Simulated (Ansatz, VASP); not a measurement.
**One calculation of InGa2N3, two programs**

```
CELL_PARAMETERS angstrom
3.12274 0.00000 0.00000
-1.56137 2.70437 0.00000
0.00000 0.00000 7.68536
ATOMIC_POSITIONS crystal
In 0.00000 0.00000 0.00000
Ga 0.33333 0.66667 0.65879
Ga 0.66667 0.33333 0.34121
N 0.33333 0.66667 0.18724
N 0.66667 0.33333 0.81276
N 0.00000 0.00000 0.50000
```

Change from the starting cell: species swapped into the CaSm2S3 type (P-3m1, No. 164).

Alike in both runs: functional PBE; k mesh 12 × 12 × 6; occupations gaussian, width 0.02 eV; no spin polarisation.

Ansatz relaxed the structure, and its values are those at the end. VASP's run is a single point on that final structure, the one shown.

|  | VASP | Ansatz |
| --- | --- | --- |
| version | VASP 6.6.1 | Ansatz 0.2.0 |
| potentials or method | VASP PAW PBE potentials, release 64 (In_d, Ga_d, N), cutoff 520 eV | scalar-relativistic, plane waves, PAW |
| valence electrons in the cell | 54 | 54 |

```tsv
	VASP	Ansatz	Ansatz less VASP
gap on the k mesh at the Fermi level (eV)	0.33	0.34	+0.007
least direct gap on the mesh (eV)	1.09	1.09	-0.001
pressure (GPa)	0.5	0.0	-0.50
rms of the force components (eV/Å)	0.005	0.001	-0.0043
```

The functional is the same, so the differences come from potentials, cutoffs and numerics.
